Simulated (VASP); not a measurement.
# SnTe (Fm-3m) in VASP: settings compared

SnTe is run at these levels: revPBE+D3(BJ), SVWN5, LDA, PBEsol+D3(BJ); tasks: single point.

All numbers are computed with VASP 6.6.1; they aren't measurements. Logs are shortened: lines on timing, memory, paths and dates and some standing lists are left out, and cuts for length are marked.

### Step 1. The cell of the first run

It takes space group Fm-3m (No. 225, cubic). The conventional cell has a = 6.267 Å, b = 6.267 Å, c = 6.267 Å, α = 90.00°, β = 90.00°, γ = 90.00°. Within 4.1 Å of Te (site symmetry m-3m) lie 6 Sn at 3.13 Å. Within 4.1 Å of Sn (site symmetry m-3m) lie 6 Te at 3.13 Å.

### Step 2. Single point, revPBE+D3(BJ)

The input, INCAR:

```
SYSTEM = SnTe
PREC = Accurate ; ENCUT = 520
EDIFF = 1E-6 ; ISMEAR = -1
SIGMA = 0.05 ; LREAL = .FALSE.
LASPH = .TRUE. ; NELM = 80
ALGO = Normal ; ISIF = 2
LWAVE = .FALSE. ; LCHARG = .FALSE.
GGA = RE ; IVDW = 12
NBANDS = 17
```

The input, KPOINTS:

```
regular mesh
0
G
  7 7 7
  0 0 0
```

The input, POSCAR:

```
SnTe
1.0
    0.0000000000      3.1337074060      3.1337074060
    3.1337074060      0.0000000000      3.1337074060
    3.1337074060      3.1337074060      0.0000000000
Te Sn
1 1
Direct
    0.5000000000      0.5000000000      0.5000000000
    0.0000000000      0.0000000000      0.0000000000
```

Potentials or basis: VASP PAW PBE potentials, release 64 (Te, Sn_d).

Started as:

```sh
$ cat potpaw_PBE.64/Te/POTCAR potpaw_PBE.64/Sn_d/POTCAR > POTCAR
$ mpirun -np 1 vasp_std > vasp.out
```

OUTCAR:

```text
SYSTEM = SnTe
   PREC = Accurate
   ENCUT = 520
   EDIFF = 1E-6
   ISMEAR = -1
   LREAL = .FALSE.
   LASPH = .TRUE.
   NELM = 80
   ISIF = 2
   GGA = RE
   IVDW = 12
 IVDW          = 12

 ion  position               nearest neighbor table
   1  0.500  0.500  0.500-   2 3.13   2 3.13   2 3.13   2 3.13   2 3.13   2 3.13
   2  0.000  0.000  0.000-   1 3.13   1 3.13   1 3.13   1 3.13   1 3.13   1 3.13

  LATTYP: Found a face centered cubic cell.
 ALAT       =     6.2674148120

  Lattice vectors:

 A1 = (   0.0000000000,   3.1337074060,   3.1337074060)
 A2 = (   3.1337074060,   0.0000000000,   3.1337074060)
 A3 = (   3.1337074060,   3.1337074060,   0.0000000000)

Analysis of symmetry for initial positions (statically):
[... 33 lines left out ...]
                                     Primitive cell

  volume of cell :      61.5468

  direct lattice vectors                    reciprocal lattice vectors
     0.000000000  3.133707406  3.133707406    -0.159555420  0.159555420  0.159555420
     3.133707406  0.000000000  3.133707406     0.159555420 -0.159555420  0.159555420
     3.133707406  3.133707406  0.000000000     0.159555420  0.159555420 -0.159555420

  length of vectors
     4.431731514  4.431731514  4.431731514     0.276358093  0.276358093  0.276358093

  position of ions in fractional coordinates (direct lattice)
     0.500000000  0.500000000  0.500000000
     0.000000000  0.000000000  0.000000000

  ion indices of the primitive-cell ions
   primitive index   ion index
                 1           1
                 2           2

----------------------------------------------------------------------------------------

 KPOINTS: regular mesh

Automatic generation of k-mesh.
 Grid dimensions read from file:
 generate k-points for:    7    7    7

 Generating k-lattice:

  Cartesian coordinates                     Fractional coordinates (reciprocal lattice)
    -0.022793631  0.022793631  0.022793631     0.142857143  0.000000000  0.000000000
     0.022793631 -0.022793631  0.022793631     0.000000000  0.142857143  0.000000000
     0.022793631  0.022793631 -0.022793631     0.000000000  0.000000000  0.142857143

  Length of vectors
     0.039479728  0.039479728  0.039479728

  Shift w.r.t. Gamma in fractional coordinates (k-lattice)
     0.000000000  0.000000000  0.000000000

 Subroutine IBZKPT returns following result:
 ===========================================

 Found     20 irreducible k-points:

 Following reciprocal coordinates:
            Coordinates               Weight
  0.000000  0.000000  0.000000      1.000000
  0.142857  0.000000  0.000000      8.000000
  0.285714  0.000000  0.000000      8.000000
  0.428571  0.000000  0.000000      8.000000
  0.142857  0.142857  0.000000      6.000000
  0.285714  0.142857  0.000000     24.000000
[... 12 lines left out ...]
 -0.428571  0.428571  0.142857     24.000000
 -0.285714  0.428571  0.142857     24.000000
   k-points           NKPTS =     20   k-points in BZ     NKDIM =     20   number of bands    NBANDS=     17
   number of dos      NEDOS =    301   number of ions     NIONS =      2
   total plane-waves  NPLWV =  46656
   dimension x,y,z NGX =    36 NGY =   36 NGZ =   36
   dimension x,y,z NGXF=    72 NGYF=   72 NGZF=   72
   ions per type =               1   1
   NGX,Y,Z   is equivalent  to a cutoff of  13.50, 13.50, 13.50 a.u.
   NGXF,Y,Z  is equivalent  to a cutoff of  27.01, 27.01, 27.01 a.u.
 SYSTEM =  SnTe
   PREC   = accura    normal or accurate (medium, high low for compatibility)
   ISTART =      0    job   : 0-new  1-cont  2-samecut
   ICHARG =      2    charge: 1-file 2-atom 10-const
   ISPIN  =      1    spin polarized calculation?
   LNONCOLLINEAR =      F non collinear calculations
   LSORBIT =      F    spin-orbit coupling
   LASPH  =      T    aspherical Exc in radial PAW
   ENCUT  =  520.0 eV  38.22 Ry    6.18 a.u.   8.24  8.24  8.24*2*pi/ulx,y,z
   NELM   =     80;   NELMIN=  2; NELMDL= -5     # of ELM steps
   EDIFF  = 0.1E-05   stopping-criterion for ELM
   LREAL  =      F    real-space projection
   EDIFFG = 0.1E-04   stopping-criterion for IOM
   NSW    =      0    number of steps for IOM
   IBRION =     -1    ionic relax: 0-MD 1-quasi-New 2-CG
   NFREE  =      0    steps in history (QN), initial steepest desc. (CG)
   ISIF   =      2    stress and relaxation
   ISYM   =      2    0-nonsym 1-usesym 2-fastsym
   POTIM  = 0.5000    time-step for ionic-motion
   TEBEG  =    0.0;   TEEND  =   0.0 temperature during run
   PSTRESS=    0.0 pullay stress
   NELECT =      20.0000    total number of electrons
   NUPDOWN=      -1.0000    fix difference up-down
   EMIN   =  10.00;   EMAX   =-10.00  energy-range for DOS
   EFERMI =   0.00;   METHOD = LEGACY
   ISMEAR =    -1;   SIGMA  =   0.05  broadening in eV -4-tet -1-fermi 0-gaus
   EFERMI_NEDOS =   21; number of points for ismear=-14 and -15
   IALGO  =     38    algorithm
   IMIX   =      4    mixing-type and parameters
     AMIX     =   0.40;   BMIX     =  1.00
     AMIX_MAG =   1.60;   BMIX_MAG =  1.00
  volume/ion in A,a.u.               =      30.77       207.67
  Fermi-wavevector in a.u.,A,eV,Ry     =   1.125511  2.126907 17.235519  1.266775
  Thomas-Fermi vector in A             =   2.262188
   LORBIT       =      0    0 simple, 1 ext, 2 COOP (PROOUT), +10 PAW based schemes
   GGA     = RE    functional components
   LHFCALC =     F    Hartree Fock is set to
   AEXX    =    0.0000 exact exchange contribution
   IVDW    =    12    specifies the selected vdW correction
   LEPSILON=     F    determine dielectric tensor
   LRPA    =     F    only Hartree local field effects (RPA)
 non-spin polarized calculation
  energy-cutoff  :      520.00
  volume of cell :       61.55
 maximum number of plane-waves:      1673
 NGX is ok and might be reduce to    36
   NGX = 17   NGY = 17   NGZ = 17

 number of electron      19.9999997 magnetization

 Free energy of the ion-electron system (eV)
  ---------------------------------------------------
  ext. energy  EPLUGINS =         0.00000000
  ---------------------------------------------------
  free energy    TOTEN  =        -6.89704568 eV

  energy without entropy =       -6.89695888  energy(sigma->0) =       -6.89700228

 E-fermi :   7.3457     XC(G=0):  -9.4977

 val. band max:        7.0402677220   @ k =   0.4286   0.0000   0.0000
 cond. band min:       7.7068735563   @ k =   0.4286   0.0000   0.0000
 fundamental gap:      0.6666058343
 Fermi energy:         7.3457053966

 k-point     1 :       0.0000    0.0000    0.0000
  band No.  band energies     occupation
      1     -14.7195      2.00000
      2     -14.7195      2.00000
      3     -14.7145      2.00000
      4     -14.7145      2.00000
      5     -14.7145      2.00000
      6      -5.6761      2.00000
[... 9 lines left out ...]
     16      11.9611      0.00000
     17      14.0758      0.00000

 k-point     2 :       0.1429    0.0000    0.0000
  band No.  band energies     occupation
      1     -14.7204      2.00000
      2     -14.7204      2.00000
      3     -14.7141      2.00000
      4     -14.7132      2.00000
      5     -14.7132      2.00000
      6      -5.5007      2.00000
[... 9 lines left out ...]
     16      12.3830      0.00000
     17      15.3186      0.00000

 k-point     3 :       0.2857    0.0000    0.0000
  band No.  band energies     occupation
      1     -14.7229      2.00000
      2     -14.7229      2.00000
      3     -14.7134      2.00000
      4     -14.7100      2.00000
      5     -14.7100      2.00000
      6      -5.0190      2.00000
[... 9 lines left out ...]
     16      13.5377      0.00000
     17      17.7472      0.00000

 k-point     4 :       0.4286    0.0000    0.0000
  band No.  band energies     occupation
      1     -14.7250      2.00000
      2     -14.7250      2.00000
      3     -14.7129      2.00000
      4     -14.7073      2.00000
      5     -14.7073      2.00000
      6      -4.4623      2.00000
[... 9 lines left out ...]
     16      15.2947      0.00000
     17      16.9101      0.00000

 k-point     5 :       0.1429    0.1429    0.0000
  band No.  band energies     occupation
      1     -14.7226      2.00000
      2     -14.7186      2.00000
      3     -14.7152      2.00000
      4     -14.7124      2.00000
      5     -14.7124      2.00000
      6      -5.4429      2.00000
[... 9 lines left out ...]
     16      13.0748      0.00000
     17      14.3153      0.00000

 k-point     6 :       0.2857    0.1429    0.0000
  band No.  band energies     occupation
      1     -14.7256      2.00000
      2     -14.7193      2.00000
      3     -14.7150      2.00000
      4     -14.7102      2.00000
      5     -14.7094      2.00000
      6      -5.0641      2.00000
[... 9 lines left out ...]
     16      14.2483      0.00000
     17      15.8116      0.00000

 k-point     7 :       0.4286    0.1429    0.0000
  band No.  band energies     occupation
      1     -14.7275      2.00000
      2     -14.7219      2.00000
      3     -14.7133      2.00000
      4     -14.7085      2.00000
      5     -14.7067      2.00000
      6      -4.5126      2.00000
[... 9 lines left out ...]
     16      15.9334      0.00000
     17      16.8155      0.00000

 k-point     8 :      -0.4286    0.1429    0.0000
  band No.  band energies     occupation
      1     -14.7268      2.00000
      2     -14.7240      2.00000
      3     -14.7120      2.00000
      4     -14.7078      2.00000
      5     -14.7068      2.00000
      6      -4.2750      2.00000
[... 9 lines left out ...]
     16      15.1413      0.00000
     17      17.4483      0.00000

 k-point     9 :      -0.2857    0.1429    0.0000
  band No.  band energies     occupation
      1     -14.7241      2.00000
      2     -14.7239      2.00000
      3     -14.7126      2.00000
      4     -14.7094      2.00000
      5     -14.7083      2.00000
      6      -4.6959      2.00000
[... 9 lines left out ...]
     16      16.0323      0.00000
     17      16.3810      0.00000

 k-point    10 :      -0.1429    0.1429    0.0000
  band No.  band energies     occupation
      1     -14.7226      2.00000
      2     -14.7210      2.00000
      3     -14.7139      2.00000
      4     -14.7122      2.00000
      5     -14.7105      2.00000
      6      -5.2221      2.00000
[... 9 lines left out ...]
     16      14.0355      0.00000
     17      14.9227      0.00000

 k-point    11 :       0.2857    0.2857    0.0000
  band No.  band energies     occupation
      1     -14.7304      2.00000
      2     -14.7170      2.00000
      3     -14.7165      2.00000
      4     -14.7076      2.00000
      5     -14.7076      2.00000
      6      -4.8165      2.00000
[... 9 lines left out ...]
     16      15.5366      0.00000
     17      15.5366      0.00000

 k-point    12 :       0.4286    0.2857    0.0000
  band No.  band energies     occupation
      1     -14.7331      2.00000
      2     -14.7171      2.00000
      3     -14.7165      2.00000
      4     -14.7060      2.00000
      5     -14.7052      2.00000
      6      -4.3827      2.00000
[... 9 lines left out ...]
     16      16.6285      0.00000
     17      17.0290      0.00000

 k-point    13 :      -0.4286    0.2857    0.0000
  band No.  band energies     occupation
      1     -14.7318      2.00000
      2     -14.7199      2.00000
      3     -14.7134      2.00000
      4     -14.7069      2.00000
      5     -14.7052      2.00000
      6      -4.0747      2.00000
[... 9 lines left out ...]
     16      15.5824      0.00000
     17      18.0300      0.00000

 k-point    14 :      -0.2857    0.2857    0.0000
  band No.  band energies     occupation
      1     -14.7277      2.00000
      2     -14.7227      2.00000
      3     -14.7098      2.00000
      4     -14.7098      2.00000
      5     -14.7073      2.00000
      6      -4.2523      2.00000
[... 9 lines left out ...]
     16      14.1022      0.00000
     17      16.5573      0.00000

 k-point    15 :       0.4286    0.4286    0.0000
  band No.  band energies     occupation
      1     -14.7374      2.00000
      2     -14.7184      2.00000
      3     -14.7148      2.00000
      4     -14.7036      2.00000
      5     -14.7036      2.00000
      6      -4.1520      2.00000
[... 9 lines left out ...]
     16      17.3071      0.00000
     17      18.2305      0.00000

 k-point    16 :      -0.4286    0.4286    0.0000
  band No.  band energies     occupation
      1     -14.7367      2.00000
      2     -14.7171      2.00000
      3     -14.7160      2.00000
      4     -14.7040      2.00000
      5     -14.7035      2.00000
      6      -4.0086      2.00000
[... 9 lines left out ...]
     16      16.7658      0.00000
     17      17.3191      0.00000

 k-point    17 :       0.4286    0.2857    0.1429
  band No.  band energies     occupation
      1     -14.7285      2.00000
      2     -14.7198      2.00000
      3     -14.7146      2.00000
      4     -14.7078      2.00000
      5     -14.7077      2.00000
      6      -4.6442      2.00000
[... 9 lines left out ...]
     16      15.6397      0.00000
     17      16.4480      0.00000

 k-point    18 :      -0.4286    0.2857    0.1429
  band No.  band energies     occupation
      1     -14.7295      2.00000
      2     -14.7214      2.00000
      3     -14.7121      2.00000
      4     -14.7087      2.00000
      5     -14.7055      2.00000
      6      -4.1967      2.00000
[... 9 lines left out ...]
     16      16.0522      0.00000
     17      17.3046      0.00000

 k-point    19 :      -0.4286    0.4286    0.1429
  band No.  band energies     occupation
      1     -14.7343      2.00000
      2     -14.7176      2.00000
      3     -14.7156      2.00000
      4     -14.7062      2.00000
      5     -14.7036      2.00000
      6      -4.0738      2.00000
[... 9 lines left out ...]
     16      16.9075      0.00000
     17      17.8325      0.00000

 k-point    20 :      -0.2857    0.4286    0.1429
  band No.  band energies     occupation
      1     -14.7322      2.00000
      2     -14.7199      2.00000
      3     -14.7122      2.00000
      4     -14.7092      2.00000
      5     -14.7036      2.00000
      6      -3.9807      2.00000
[... 9 lines left out ...]
     16      17.0643      0.00000
     17      17.7288      0.00000

------------------------ aborting loop because EDIFF is reached ----------------------------------------

 Edisp (eV)   -1.53046

 E8    (eV) :    -1.1083

  FORCE on cell =-STRESS in cart. coord.  units (eV):
  Direction    XX          YY          ZZ          XY          YZ          ZX
  --------------------------------------------------------------------------------------
  -------------------------------------------------------------------------------------
  Total      -0.00940    -0.00940    -0.00940     0.00000    -0.00000     0.00000
  in kB      -0.24475    -0.24475    -0.24475     0.00000    -0.00000     0.00000
  external pressure =       -0.24 kB  Pullay stress =        0.00 kB

 VOLUME and BASIS-vectors are now :
 -----------------------------------------------------------------------------
  energy-cutoff  :      520.00
  volume of cell :       61.55
      direct lattice vectors                 reciprocal lattice vectors
     0.000000000  3.133707406  3.133707406    -0.159555420  0.159555420  0.159555420
     3.133707406  0.000000000  3.133707406     0.159555420 -0.159555420  0.159555420
     3.133707406  3.133707406  0.000000000     0.159555420  0.159555420 -0.159555420

 POSITION                                       TOTAL-FORCE (eV/Angst)
 -----------------------------------------------------------------------------------
      3.13371      3.13371      3.13371        -0.000000     -0.000000      0.000000
      0.00000      0.00000      0.00000         0.000000      0.000000     -0.000000
 -----------------------------------------------------------------------------------
    total drift:                               -0.000000      0.000000      0.000000

  FREE ENERGIE OF THE ION-ELECTRON SYSTEM (eV)
  ---------------------------------------------------
  free  energy   TOTEN  =        -8.4275024096 eV

  energy  without entropy=       -8.4274156141  energy(sigma->0) =       -8.42745901
```

Wall time 23 s (1 thread of Intel Xeon 6975P-C (Granite Rapids), shared host); peak memory 0.21 GiB.

Results:

```yaml
Free_energy: -8.4275 eV
Pressure: 0.0 GPa
Dispersion_energy_per_atom: -0.765 eV
```

Levels at points of the mesh, in eV from the Fermi level:
```
           k point  band 8  band 9  band 10  band 11  band 12  band 13
(0.00, 0.00, 0.00)   -2.30   -2.30    -2.30     3.31     3.31     3.31
```

Caveat: this odd mesh misses L, where the gap lies, so gap, dielectric constants and Born charges aren't listed; the PAW data sets were made with another functional, which shifts forces and pressure a little; spin-orbit coupling is left out, which moves the levels of the heavy elements.

[end of part 1 of 3]
